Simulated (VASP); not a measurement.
# TaN in VASP: a series of runs, part 3 of 3

VASP 6.6.1. The steps go on from the part before.

### Step 4. Single point, r2SCAN (strain along c alone, the other axes held: +4.5 %)

Contents of POSCAR:

```
TaN
1.0
    2.1982663152      2.1982663152      0.0000000000
   -2.1982663152      2.1982663152      0.0000000000
    0.0000000000      0.0000000000      4.5943765988
Ta N
2 2
Direct
    0.5000000000      0.5000000000      0.0000000000
    0.0000000000      0.0000000000      0.5000000000
    0.0000000000      0.0000000000      0.0000000000
    0.5000000000      0.5000000000      0.5000000000
```

Contents of INCAR.step1:

```
PREC = Accurate
ENCUT = 520
ISMEAR = 0
SIGMA = 0.1
LREAL = F
LASPH = T
NELM = 60
NBANDS = 24
GGA = PE
ALGO = Normal
EDIFF = 1E-4
LWAVE = T
LCHARG = F
```

Contents of INCAR.step2:

```
PREC = Accurate
ENCUT = 520
EDIFF = 1E-6
ISMEAR = 0
SIGMA = 0.1
LREAL = F
LASPH = T
NELM = 60
ALGO = Normal
ISIF = 2
LWAVE = F
LCHARG = F
METAGGA = R2SCAN
LMIXTAU = T
NBANDS = 24
ISTART = 1
```

Contents of KPOINTS:

```
Automatic mesh
0
Gamma
  16 16 12
```

Potentials or basis: VASP PAW PBE potentials, release 64 (Ta_pv, N).

The run is started by

```
$ cat potpaw_PBE.64/Ta_pv/POTCAR potpaw_PBE.64/N/POTCAR > POTCAR
$ cp INCAR.step1 INCAR
$ mpirun -np 1 vasp_std > vasp.out
$ cp INCAR.step2 INCAR
$ mpirun -np 1 vasp_std > vasp.out
```

OUTCAR:

```text
PREC = Accurate
   ENCUT = 520
   EDIFF = 1E-6
   ISMEAR = 0
   LREAL = F
   LASPH = T
   NELM = 60
   ISIF = 2
   METAGGA = R2SCAN
   ISTART = 1

 ion  position               nearest neighbor table
   1  0.500  0.500  0.000-   3 2.20   3 2.20   3 2.20   3 2.20   4 2.30   4 2.30   2 3.18   2 3.18
                             2 3.18   2 3.18   2 3.18   2 3.18   2 3.18   2 3.18
   2  0.000  0.000  0.500-   4 2.20   4 2.20   4 2.20   4 2.20   3 2.30   3 2.30   1 3.18   1 3.18
                             1 3.18   1 3.18   1 3.18   1 3.18   1 3.18   1 3.18
   3  0.000  0.000  0.000-   1 2.20   1 2.20   1 2.20   1 2.20   2 2.30   2 2.30
   4  0.500  0.500  0.500-   2 2.20   2 2.20   2 2.20   2 2.20   1 2.30   1 2.30

  LATTYP: Found a simple tetragonal cell.
 ALAT       =     3.1088180367
 C/A-ratio  =     1.4778531727

  Lattice vectors:

 A1 = (   2.1982663152,   2.1982663152,   0.0000000000)
 A2 = (  -2.1982663152,   2.1982663152,   0.0000000000)
 A3 = (   0.0000000000,   0.0000000000,   4.5943765988)

Analysis of symmetry for initial positions (statically):
=====================================================================
[... 196 lines left out ...]

 val. band max:        9.1201997930   @ k =   0.1875   0.1250   0.4167
 cond. band min:       9.1232439684   @ k =   0.3750   0.0000   0.0000
 fundamental gap:      0.0030441754
 Fermi energy:         9.1203434555

 k-point     1 :       0.0000    0.0000    0.0000
  band No.  band energies     occupation
      1     -28.7309      2.00000
      2     -28.2971      2.00000
      3     -28.2971      2.00000
      4     -28.1205      2.00000
      5     -28.0831      2.00000
      6     -28.0831      2.00000
[... 637 lines left out ...]
     23      15.6670      0.00000
     24      15.6670      0.00000

 [... further k-points ...]

------------------------ aborting loop because EDIFF is reached ----------------------------------------

  FORCE on cell =-STRESS in cart. coord.  units (eV):
  Direction    XX          YY          ZZ          XY          YZ          ZX
  --------------------------------------------------------------------------------------
  -------------------------------------------------------------------------------------
  Total       -1.4864510     -1.4864510     -6.1936115      0.0000000     -0.0000000     -0.0000000
  in kB      -53.6344674    -53.6344674   -223.4793224      0.0000000     -0.0000000     -0.0000000
  external PRESSURE =    -110.2494191 kB  Pullay stress =       0.0000000 kB

 VOLUME and BASIS-vectors are now :
 -----------------------------------------------------------------------------
  energy-cutoff  :      520.00
  volume of cell :       44.40
      direct lattice vectors                 reciprocal lattice vectors
     2.198266315  2.198266315  0.000000000     0.227451968  0.227451968  0.000000000
    -2.198266315  2.198266315  0.000000000    -0.227451968  0.227451968  0.000000000
     0.000000000  0.000000000  4.594376599     0.000000000  0.000000000  0.217657386

 POSITION                                       TOTAL-FORCE (eV/Angst)
 -----------------------------------------------------------------------------------
      0.00000      2.19827      0.00000        -0.000000      0.000000     -0.000000
      0.00000      0.00000      2.29719        -0.000000      0.000000      0.000000
      0.00000      0.00000      0.00000         0.000000     -0.000000      0.000000
      0.00000      2.19827      2.29719         0.000000     -0.000000      0.000000
 -----------------------------------------------------------------------------------
    total drift:                                0.000000     -0.000000     -0.000000

  FREE ENERGIE OF THE ION-ELECTRON SYSTEM (eV)
  ---------------------------------------------------
  free  energy   TOTEN  =      -119.1165097272 eV

  energy  without entropy=     -119.1096392245  energy(sigma->0) =     -119.11307448
```

OUTCAR.step1:

```text
PREC = Accurate
   ENCUT = 520
   ISMEAR = 0
   LREAL = F
[... 898 lines left out ...]
      0.00000      2.19827      0.00000        -0.000000      0.000000      0.000000
      0.00000      0.00000      2.29719         0.000000     -0.000000      0.000000
      0.00000      0.00000      0.00000         0.000000     -0.000000     -0.000000
      0.00000      2.19827      2.29719         0.000000     -0.000000     -0.000000
 -----------------------------------------------------------------------------------
    total drift:                                0.000000     -0.000000     -0.000000

  FREE ENERGIE OF THE ION-ELECTRON SYSTEM (eV)
  ---------------------------------------------------
  free  energy   TOTEN  =       -43.5533555446 eV

  energy  without entropy=      -43.5461772299  energy(sigma->0) =      -43.54976639
```

Wall time 13 min (1 thread of Intel Xeon 8259CL, shared host); peak memory 0.39 GiB.

Results:

```
Free energy            : -119.1165 eV
Pressure               : -11.0 GPa
Band gap on the k mesh : zero (bands 16 and 17 overlap by 3.53 eV)
```

Stress tensor (GPa, compression positive):
```
 -5.36   0.00   0.00
  0.00  -5.36   0.00
  0.00   0.00 -22.35
```

Caveat: the cell differs from its parent crystal (strain along c alone, the other axes held: +4.5 %); the cell stands under tension; the PAW data sets were made with another functional, which shifts forces and pressure a little; spin-orbit coupling is left out, which moves the levels of the heavy elements.

### Step 5. Relaxation of cell and atoms, r2SCAN

This run uses another cell than the first one, of 10.63 Å³/atom.

Contents of POSCAR:

```
TaN
1.0
    0.0000000000      2.1989133438      2.1989133438
    2.1989133438      0.0000000000      2.1989133438
    2.1989133438      2.1989133438      0.0000000000
Ta N
1 1
Direct
    0.5000000000      0.5000000000      0.5000000000
    0.0000000000      0.0000000000      0.0000000000
```

Contents of INCAR.step1:

```
PREC = Accurate ; ENCUT = 600
ISMEAR = 0 ; SIGMA = 0.1
LREAL = False ; LASPH = True
NELM = 80 ; GGA = PE
ALGO = Normal ; EDIFF = 1E-4
LWAVE = True ; LCHARG = False
```

Contents of INCAR.step2:

```
PREC = Accurate ; ENCUT = 600
EDIFF = 1E-6 ; ISMEAR = 0
SIGMA = 0.1 ; LREAL = False
LASPH = True ; NELM = 80
ALGO = Normal ; ISIF = 3
LWAVE = False ; LCHARG = False
METAGGA = R2SCAN ; LMIXTAU = True
IBRION = 2 ; NSW = 100
EDIFFG = -0.005 ; ISTART = 1
```

Contents of KPOINTS:

```
Automatic mesh
0
Gamma
  16 16 16
```

The run is started by

```
$ cat potpaw_PBE.64/Ta_pv/POTCAR potpaw_PBE.64/N/POTCAR > POTCAR
$ cp INCAR.step1 INCAR
$ mpirun -np 1 vasp_std > vasp.out
$ cp INCAR.step2 INCAR
$ mpirun -np 1 vasp_std > vasp.out
```

It took 11 min on 1 thread of Intel Xeon 8259CL, shared host; peak memory 0.22 GiB.

Results (log left out):

```yaml
Free_energy: -59.6259 eV
Relaxed_volume: 10.68 Å³/atom
Relaxed_cell: a = 3.115 Å, b = 3.115 Å, c = 3.115 Å, α = 60.00°, β = 60.00°, γ = 60.00°
Space_group_after_relaxing_to_0.1_Å: Fm-3m (No. 225)
Energy_gained_by_relaxing: 0.3 meV/atom
Ionic_steps: 3
Pressure_after_relaxing: 0.0 GPa
Band_gap_on_the_k_mesh: zero (bands 8 and 9 overlap by 4.06 eV)
```

Step by step:
| step | energy change (eV) | largest force (eV/Å) | pressure (GPa) | volume (Å³) |
| --- | --- | --- | --- | --- |
| 1 | 0.0000 | 0.0000 | 1.66 | 21.26 |
| 2 | 0.0024 | 0.0000 | -3.84 | 21.61 |
| 3 | -0.0005 | 0.0000 | 0.01 | 21.36 |

Final structure:
```
Ta N
1.0
     0.00000    2.20232    2.20232
     2.20232    0.00000    2.20232
     2.20232    2.20232    0.00000
Ta N
1 1
Direct
  0.50000 0.50000 0.50000
  0.00000 0.00000 0.00000
```

Levels at points of the mesh, in eV from the Fermi level:
| k point | band 4 | band 5 | band 6 | band 7 | band 8 | band 9 | band 10 | band 11 | band 12 |
| --- | --- | --- | --- | --- | --- | --- | --- | --- | --- |
| (0.00, 0.00, 0.00) | -19.97 | -4.13 | -4.13 | -4.13 | -2.15 | -2.15 | -2.15 | 0.14 | 0.14 |
| (0.50, 0.00, 0.00) | -16.99 | -10.79 | -7.96 | -7.96 | 1.91 | 1.91 | 2.06 | 4.08 | 7.78 |
| (0.50, 0.50, 0.00) | -18.75 | -7.07 | -5.58 | -4.99 | -4.99 | 2.20 | 3.53 | 3.53 | 4.67 |

Caveat: the PAW data sets were made with another functional, which shifts forces and pressure a little; spin-orbit coupling is left out, which moves the levels of the heavy elements. Zero-point motion and thermal expansion aren't in these numbers.

### Step 6. Overview

```tsv
task	cell	k mesh	cutoff (eV)	gap on the mesh (eV)	pressure (GPa)
relaxation of cell and atoms	relaxed to -1 GPa from a = 3.119 Å, angles 60.0°, 2 atoms, atomic positions A	16 × 16 × 16	600	none	-1.0
relaxation of cell and atoms	relaxed to 90 GPa from a = 2.928 Å, angles 60.0°, 2 atoms, atomic positions A	18 × 18 × 18	600	none	90.0
single point	a = 3.109, b = 3.109, c = 4.594 Å, 4 atoms, atomic positions B	16 × 16 × 12	520	none	-11.0
relaxation of cell and atoms	relaxed from a = 3.110 Å, angles 60.0°, 2 atoms, atomic positions A	16 × 16 × 16	600	none	0.0
```

Alike in all rows: level r2SCAN; potentials or basis VASP PAW PBE potentials, release 64 (Ta_pv, N); no spin polarisation; smearing gaussian 0.1 eV.

Caveats: the PAW data sets were made with another functional, which shifts forces and pressure a little; spin-orbit coupling is left out, which moves the levels of the heavy elements; the cell is relaxed towards a set pressure, so the run minimises the enthalpy, not the energy (at least some runs); the cell stands under tension (at least some runs).

Total energies depend on the potentials used, so only differences within one code and one set of settings carry meaning.
